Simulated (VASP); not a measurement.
# GaSb (I-4m2) in VASP: a series of runs

GaSb is run at these levels: r2SCAN; tasks: single point.

All numbers are computed with VASP 6.6.1; they aren't measurements. Logs are shortened: lines on timing, memory, paths and dates and some standing lists are left out, and cuts for length are marked.

### 1 The cell of the first run

The structure is tetragonal, space group I-4m2 (No. 119). The conventional cell has a = 4.336 Å, b = 4.336 Å, c = 5.886 Å, α = 90.00°, β = 90.00°, γ = 90.00°. Ga (site symmetry -4m2) has 4 Sb at 2.62 Å within 3.5 Å. Within 3.5 Å of Sb (site symmetry -4m2) lie 4 Ga at 2.62 Å.

### 2 Single point, r2SCAN (uniaxial z strain -4.0%)

The input, POSCAR:

```
GaSb
1.0
    0.0000000000      3.0658787979      2.9432436460
    3.0658787979      0.0000000000      2.9432436460
    3.0658787979      3.0658787979      0.0000000000
Ga Sb
1 1
Direct
    0.0000000000      0.0000000000      0.0000000000
    0.2500000000      0.2500000000      0.2500000000
```

The input, INCAR.step1:

```
SYSTEM = GaSb
  ALGO = Normal
  EDIFF = 1E-5
  ENCUT = 550
  GGA = PE
  GGA_COMPAT = .FALSE.
  ISMEAR = -1
  LASPH = .TRUE.
  LCHARG = .FALSE.
  LREAL = .FALSE.
  LWAVE = .TRUE.
  NBANDS = 21
  NELM = 120
  PREC = Accurate
  SIGMA = 0.02
```

The input, INCAR.step2:

```
SYSTEM = GaSb
  ALGO = Normal
  EDIFF = 1E-6
  ENCUT = 550
  GGA_COMPAT = .FALSE.
  ISIF = 2
  ISMEAR = -1
  ISTART = 1
  LASPH = .TRUE.
  LCHARG = .FALSE.
  LMIXTAU = .TRUE.
  LREAL = .FALSE.
  LWAVE = .FALSE.
  METAGGA = R2SCAN
  NBANDS = 21
  NELM = 120
  PREC = Accurate
  SIGMA = 0.02
```

The input, KPOINTS:

```
k-points
0
G
  8 8 8
  0 0 0
```

Potentials or basis: VASP PAW PBE potentials, release 64 (Ga_d, Sb_d_GW).

Command:

```console
$ cat potpaw_PBE.64/Ga_d/POTCAR potpaw_PBE.64/Sb_d_GW/POTCAR > POTCAR
$ cp INCAR.step1 INCAR
$ mpirun -np 1 vasp_std > vasp.out
$ cp INCAR.step2 INCAR
$ mpirun -np 1 vasp_std > vasp.out
```

OUTCAR:

```text
SYSTEM = GaSb
   EDIFF = 1E-6
   ENCUT = 550
   ISIF = 2
   ISMEAR = -1
   ISTART = 1
   LASPH = .TRUE.
   LREAL = .FALSE.
   METAGGA = R2SCAN
   NELM = 120
   PREC = Accurate

 ion  position               nearest neighbor table
   1  0.000  0.000  0.000-   2 2.62   2 2.62   2 2.62   2 2.62
   2  0.250  0.250  0.250-   1 2.62   1 2.62   1 2.62   1 2.62

  LATTYP: Found a body centered tetragonal cell.
 ALAT       =     4.3358073766
 C/A-ratio  =     1.3576450199

  Lattice vectors:

 A1 = (   0.0000000000,  -3.0658787979,  -2.9432436460)
 A2 = (   0.0000000000,   3.0658787979,  -2.9432436460)
 A3 = (   3.0658787979,   0.0000000000,   2.9432436460)

Analysis of symmetry for initial positions (statically):
=====================================================================
 Subroutine PRICEL returns:
 Original cell was already a primitive cell.

 Routine SETGRP: Setting up the symmetry group for a
 body centered tetragonal supercell.

 Subroutine GETGRP returns: Found  8 space group operations
 (whereof  8 operations were pure point group operations)
 out of a pool of 16 trial point group operations.

The static configuration has the point symmetry D_2d.

Analysis of symmetry for dynamics (positions and initial velocities):
=====================================================================
 Subroutine PRICEL returns:
 Original cell was already a primitive cell.

 Routine SETGRP: Setting up the symmetry group for a
 body centered tetragonal supercell.

 Subroutine GETGRP returns: Found  8 space group operations
 (whereof  8 operations were pure point group operations)
 out of a pool of 16 trial point group operations.

The dynamic configuration has the point symmetry D_2d.

 Subroutine INISYM returns: Found  8 space group operations
 (whereof  8 operations are pure point group operations),
 and found     1 'primitive' translations

----------------------------------------------------------------------------------------

                                     Primitive cell

  volume of cell :      55.3307

  direct lattice vectors                    reciprocal lattice vectors
     0.000000000  3.065878798  2.943243646    -0.163085377  0.163085377  0.169880601
     3.065878798  0.000000000  2.943243646     0.163085377 -0.163085377  0.169880601
     3.065878798  3.065878798  0.000000000     0.163085377  0.163085377 -0.169880601

  length of vectors
     4.249975996  4.249975996  4.335807377     0.286449121  0.286449121  0.286449121

  position of ions in fractional coordinates (direct lattice)
     0.000000000  0.000000000  0.000000000
     0.250000000  0.250000000  0.250000000

  ion indices of the primitive-cell ions
   primitive index   ion index
                 1           1
                 2           2

----------------------------------------------------------------------------------------

 KPOINTS: k-points

Automatic generation of k-mesh.
 Grid dimensions read from file:
 generate k-points for:    8    8    8

 Generating k-lattice:

  Cartesian coordinates                     Fractional coordinates (reciprocal lattice)
    -0.020385672  0.020385672  0.021235075     0.125000000  0.000000000  0.000000000
     0.020385672 -0.020385672  0.021235075     0.000000000  0.125000000  0.000000000
     0.020385672  0.020385672 -0.021235075     0.000000000  0.000000000  0.125000000

  Length of vectors
     0.035806140  0.035806140  0.035806140

  Shift w.r.t. Gamma in fractional coordinates (k-lattice)
     0.000000000  0.000000000  0.000000000

 Subroutine IBZKPT returns following result:
 ===========================================

 Found     59 irreducible k-points:

 Following reciprocal coordinates:
            Coordinates               Weight
  0.000000  0.000000  0.000000      1.000000
  0.125000  0.000000  0.000000      8.000000
  0.250000  0.000000  0.000000      8.000000
  0.375000  0.000000  0.000000      8.000000
  0.500000  0.000000  0.000000      4.000000
  0.125000  0.125000  0.000000      2.000000
[... 16 lines left out ...]
  0.250000  0.000000  0.125000     16.000000
  0.375000  0.000000  0.125000     16.000000
 [... further k-points ...]
   k-points           NKPTS =     59   k-points in BZ     NKDIM =     59   number of bands    NBANDS=     21
   number of dos      NEDOS =    301   number of ions     NIONS =      2
   total plane-waves  NPLWV =  46656
   dimension x,y,z NGX =    36 NGY =   36 NGZ =   36
   dimension x,y,z NGXF=    72 NGYF=   72 NGZF=   72
   ions per type =               1   1
   NGX,Y,Z   is equivalent  to a cutoff of  14.08, 14.08, 13.80 a.u.
   NGXF,Y,Z  is equivalent  to a cutoff of  28.16, 28.16, 27.61 a.u.
 SYSTEM =  GaSb
   PREC   = accura    normal or accurate (medium, high low for compatibility)
   ISTART =      1    job   : 0-new  1-cont  2-samecut
   ICHARG =      0    charge: 1-file 2-atom 10-const
   ISPIN  =      1    spin polarized calculation?
   LNONCOLLINEAR =      F non collinear calculations
   LSORBIT =      F    spin-orbit coupling
   LASPH  =      T    aspherical Exc in radial PAW
   ENCUT  =  550.0 eV  40.42 Ry    6.36 a.u.   8.13  8.13  8.29*2*pi/ulx,y,z
   NELM   =    120;   NELMIN=  2; NELMDL=  0     # of ELM steps
   EDIFF  = 0.1E-05   stopping-criterion for ELM
   LREAL  =      F    real-space projection
   EDIFFG = 0.1E-04   stopping-criterion for IOM
   NSW    =      0    number of steps for IOM
   IBRION =     -1    ionic relax: 0-MD 1-quasi-New 2-CG
   NFREE  =      0    steps in history (QN), initial steepest desc. (CG)
   ISIF   =      2    stress and relaxation
   ISYM   =      2    0-nonsym 1-usesym 2-fastsym
   POTIM  = 0.5000    time-step for ionic-motion
   TEBEG  =    0.0;   TEEND  =   0.0 temperature during run
   PSTRESS=    0.0 pullay stress
   NELECT =      28.0000    total number of electrons
   NUPDOWN=      -1.0000    fix difference up-down
   EMIN   =  10.00;   EMAX   =-10.00  energy-range for DOS
   EFERMI =   0.00;   METHOD = LEGACY
   ISMEAR =    -1;   SIGMA  =   0.02  broadening in eV -4-tet -1-fermi 0-gaus
   EFERMI_NEDOS =   21; number of points for ismear=-14 and -15
   IALGO  =     38    algorithm
   IMIX   =      4    mixing-type and parameters
     AMIX     =   0.40;   BMIX     =  1.00
     AMIX_MAG =   1.60;   BMIX_MAG =  1.00
  volume/ion in A,a.u.               =      27.67       186.69
  Fermi-wavevector in a.u.,A,eV,Ry     =   1.304584  2.465307 23.156299  1.701940
  Thomas-Fermi vector in A             =   2.435510
   LORBIT       =      0    0 simple, 1 ext, 2 COOP (PROOUT), +10 PAW based schemes
   METAGGA = R2SCAN    functional components
   LHFCALC =     F    Hartree Fock is set to
   AEXX    =    0.0000 exact exchange contribution
   IVDW    =     0    specifies the selected vdW correction
   LEPSILON=     F    determine dielectric tensor
   LRPA    =     F    only Hartree local field effects (RPA)
 non-spin polarized calculation
  energy-cutoff  :      550.00
  volume of cell :       55.33
 maximum number of plane-waves:      1644
 NGX is ok and might be reduce to    36
   NGX = 17   NGY = 17   NGZ = 17

 number of electron      28.0000018 magnetization

 Free energy of the ion-electron system (eV)
  ---------------------------------------------------
  ext. energy  EPLUGINS =         0.00000000
  ---------------------------------------------------
  free energy    TOTEN  =       -37.60624145 eV

  energy without entropy =      -37.60624145  energy(sigma->0) =      -37.60624145

 E-fermi :   4.4154     XC(G=0): -10.2441

 val. band max:        4.1507160338   @ k =   0.0000   0.0000   0.0000
 cond. band min:       4.6867649201   @ k =   0.0000   0.0000   0.0000
 fundamental gap:      0.5360488863
 Fermi energy:         4.4153875085

 k-point     1 :       0.0000    0.0000    0.0000
  band No.  band energies     occupation
      1     -25.5542      2.00000
      2     -25.5519      2.00000
      3     -25.5519      2.00000
      4     -25.5249      2.00000
      5     -25.5221      2.00000
      6     -11.5707      2.00000
[... 13 lines left out ...]
     20      12.9021      0.00000
     21      13.5703      0.00000

 k-point     2 :       0.1250    0.0000    0.0000
  band No.  band energies     occupation
      1     -25.5539      2.00000
      2     -25.5515      2.00000
      3     -25.5513      2.00000
      4     -25.5247      2.00000
      5     -25.5220      2.00000
      6     -11.5747      2.00000
[... 13 lines left out ...]
     20      12.1334      0.00000
     21      12.5388      0.00000

 k-point     3 :       0.2500    0.0000    0.0000
  band No.  band energies     occupation
      1     -25.5534      2.00000
      2     -25.5505      2.00000
      3     -25.5499      2.00000
      4     -25.5241      2.00000
      5     -25.5219      2.00000
      6     -11.5869      2.00000
[... 13 lines left out ...]
     20      12.0782      0.00000
     21      12.3321      0.00000

 k-point     4 :       0.3750    0.0000    0.0000
  band No.  band energies     occupation
      1     -25.5530      2.00000
      2     -25.5494      2.00000
      3     -25.5486      2.00000
      4     -25.5234      2.00000
      5     -25.5217      2.00000
      6     -11.5990      2.00000
[... 13 lines left out ...]
     20      13.2133      0.00000
     21      13.3163      0.00000

 k-point     5 :       0.5000    0.0000    0.0000
  band No.  band energies     occupation
      1     -25.5529      2.00000
      2     -25.5490      2.00000
      3     -25.5481      2.00000
      4     -25.5230      2.00000
      5     -25.5216      2.00000
      6     -11.6039      2.00000
[... 13 lines left out ...]
     20      14.6780      0.00000
     21      14.8940      0.00000

 k-point     6 :       0.1250    0.1250    0.0000
  band No.  band energies     occupation
      1     -25.5549      2.00000
      2     -25.5506      2.00000
      3     -25.5506      2.00000
      4     -25.5242      2.00000
      5     -25.5225      2.00000
      6     -11.5754      2.00000
[... 13 lines left out ...]
     20      11.7329      0.00000
     21      13.1380      0.00000

 k-point     7 :       0.2500    0.1250    0.0000
  band No.  band energies     occupation
      1     -25.5551      2.00000
      2     -25.5493      2.00000
      3     -25.5491      2.00000
      4     -25.5234      2.00000
      5     -25.5227      2.00000
      6     -11.5874      2.00000
[... 13 lines left out ...]
     20      12.7394      0.00000
     21      13.0876      0.00000
[... 291 lines left out ...]
      1     -25.5560      2.00000
      2     -25.5453      2.00000
      3     -25.5444      2.00000
      4     -25.5237      2.00000
      5     -25.5213      2.00000
      6     -11.6188      2.00000
[... 13 lines left out ...]
     20      13.4366      0.00000
     21      17.5198      0.00000

 k-point    21 :       0.5000    0.5000    0.0000
  band No.  band energies     occupation
      1     -25.5587      2.00000
      2     -25.5431      2.00000
      3     -25.5431      2.00000
      4     -25.5250      2.00000
      5     -25.5200      2.00000
      6     -11.6258      2.00000
[... 13 lines left out ...]
     20      15.8596      0.00000
     21      16.2711      0.00000

 k-point    22 :       0.1250    0.0000    0.1250
  band No.  band energies     occupation
      1     -25.5533      2.00000
      2     -25.5525      2.00000
      3     -25.5506      2.00000
      4     -25.5249      2.00000
      5     -25.5218      2.00000
      6     -11.5799      2.00000
[... 13 lines left out ...]
     20      11.4867      0.00000
     21      13.5542      0.00000

 k-point    23 :       0.2500    0.0000    0.1250
  band No.  band energies     occupation
      1     -25.5528      2.00000
      2     -25.5519      2.00000
      3     -25.5492      2.00000
      4     -25.5248      2.00000
      5     -25.5214      2.00000
      6     -11.5896      2.00000
[... 13 lines left out ...]
     20      12.6584      0.00000
     21      13.2946      0.00000

 k-point    24 :       0.3750    0.0000    0.1250
  band No.  band energies     occupation
      1     -25.5525      2.00000
      2     -25.5506      2.00000
      3     -25.5480      2.00000
      4     -25.5242      2.00000
      5     -25.5212      2.00000
      6     -11.6000      2.00000
[... 13 lines left out ...]
     20      13.1653      0.00000
     21      13.9785      0.00000

 [... further k-points ...]

------------------------ aborting loop because EDIFF is reached ----------------------------------------

  FORCE on cell =-STRESS in cart. coord.  units (eV):
  Direction    XX          YY          ZZ          XY          YZ          ZX
  --------------------------------------------------------------------------------------
  -------------------------------------------------------------------------------------
  Total        0.6085069      0.6085069      1.2622636      0.0000000      0.0000000      0.0000000
  in kB       17.6201613     17.6201613     36.5505969      0.0000000      0.0000000      0.0000000
  external PRESSURE =      23.9303065 kB  Pullay stress =       0.0000000 kB

 VOLUME and BASIS-vectors are now :
 -----------------------------------------------------------------------------
  energy-cutoff  :      550.00
  volume of cell :       55.33
      direct lattice vectors                 reciprocal lattice vectors
     0.000000000  3.065878798  2.943243646    -0.163085377  0.163085377  0.169880601
     3.065878798  0.000000000  2.943243646     0.163085377 -0.163085377  0.169880601
     3.065878798  3.065878798  0.000000000     0.163085377  0.163085377 -0.169880601

 POSITION                                       TOTAL-FORCE (eV/Angst)
 -----------------------------------------------------------------------------------
      0.00000      0.00000      0.00000         0.000000      0.000000      0.000000
      1.53294      1.53294      1.47162        -0.000000     -0.000000     -0.000000
 -----------------------------------------------------------------------------------
    total drift:                               -0.000001     -0.000001      0.000002

  FREE ENERGIE OF THE ION-ELECTRON SYSTEM (eV)
  ---------------------------------------------------
  free  energy   TOTEN  =       -37.6062414545 eV

  energy  without entropy=      -37.6062414504  energy(sigma->0) =      -37.60624145
```

It took 2.5 min on 1 thread of Intel Xeon 6975P-C (Granite Rapids), shared host; peak memory 0.28 GiB.

Results:

```yaml
Free_energy: -37.6062 eV
Pressure: 2.4 GPa
Band_gap_on_the_k_mesh: 0.54 eV
```

Caveat: the cell differs from its parent crystal (uniaxial z strain -4.0%); semilocal functionals underestimate gaps, and a narrow one can read as zero; the PAW data sets were made with another functional, which shifts forces and pressure a little; spin-orbit coupling is left out, which moves the levels of the heavy elements. A k mesh can miss the band edges.

### 3 Single point, r2SCAN (uniaxial z strain -3.0%)

The input, POSCAR:

```
GaSb
1.0
    0.0000000000      3.0658787979      2.9739024340
    3.0658787979      0.0000000000      2.9739024340
    3.0658787979      3.0658787979      0.0000000000
Ga Sb
1 1
Direct
    0.0000000000      0.0000000000      0.0000000000
    0.2500000000      0.2500000000      0.2500000000
```

The input, INCAR.step1:

```
SYSTEM = GaSb
ALGO = Normal ; EDIFF = 1E-5
ENCUT = 550 ; GGA = PE
GGA_COMPAT = .False. ; ISMEAR = -1
LASPH = .True. ; LCHARG = .False.
LREAL = .False. ; LWAVE = .True.
NBANDS = 21 ; NELM = 120
PREC = Accurate ; SIGMA = 0.02
```

The input, INCAR.step2:

```
SYSTEM = GaSb
ALGO = Normal ; EDIFF = 1E-6
ENCUT = 550 ; GGA_COMPAT = .False.
ISIF = 2 ; ISMEAR = -1
ISTART = 1 ; LASPH = .True.
LCHARG = .False. ; LMIXTAU = .True.
LREAL = .False. ; LWAVE = .False.
METAGGA = R2SCAN ; NBANDS = 21
NELM = 120 ; PREC = Accurate
SIGMA = 0.02
```

The input, KPOINTS:

```
k-points
0
Gamma
  8 8 8
  0 0 0
```

Potentials or basis: VASP PAW PBE potentials, release 64 (Ga_d, Sb_d_GW).

Command:

```console
$ cat potpaw_PBE.64/Ga_d/POTCAR potpaw_PBE.64/Sb_d_GW/POTCAR > POTCAR
$ cp INCAR.step1 INCAR
$ mpirun -np 1 vasp_std > vasp.out
$ cp INCAR.step2 INCAR
$ mpirun -np 1 vasp_std > vasp.out
```

It took 3.7 min on 1 thread of Intel Xeon Platinum 8559C (Emerald Rapids), shared host; peak memory 0.29 GiB.

Results (log left out):

* Free energy: -37.6179 eV
* Pressure: 1.8 GPa
* Band gap on the k mesh: 0.50 eV

Stress tensor (GPa, compression positive):
```
1.27 0.00 0.00
0.00 1.27 0.00
0.00 0.00 2.72
```

Levels at points of the mesh, in eV from the valence-band top:
```csv
k point,band 11,band 12,band 13,band 14,band 15,band 16,band 17,band 18
"(0.00, 0.00, 0.00)",-12.22,-0.18,-0.18,0.00,0.50,2.80,2.90,2.90
"(0.50, 0.00, 0.00)",-10.44,-6.82,-1.49,-1.25,0.61,3.82,4.01,6.82
"(0.50, 0.50, 0.00)",-9.44,-7.17,-3.02,-3.02,0.82,1.19,9.36,9.36
"(0.50, 0.00, 0.50)",-9.56,-7.32,-2.84,-2.82,1.07,1.40,9.26,9.31
```

Caveat: the cell differs from its parent crystal (uniaxial z strain -3.0%); semilocal functionals underestimate gaps, and a narrow one can read as zero; the PAW data sets were made with another functional, which shifts forces and pressure a little; spin-orbit coupling is left out, which moves the levels of the heavy elements.
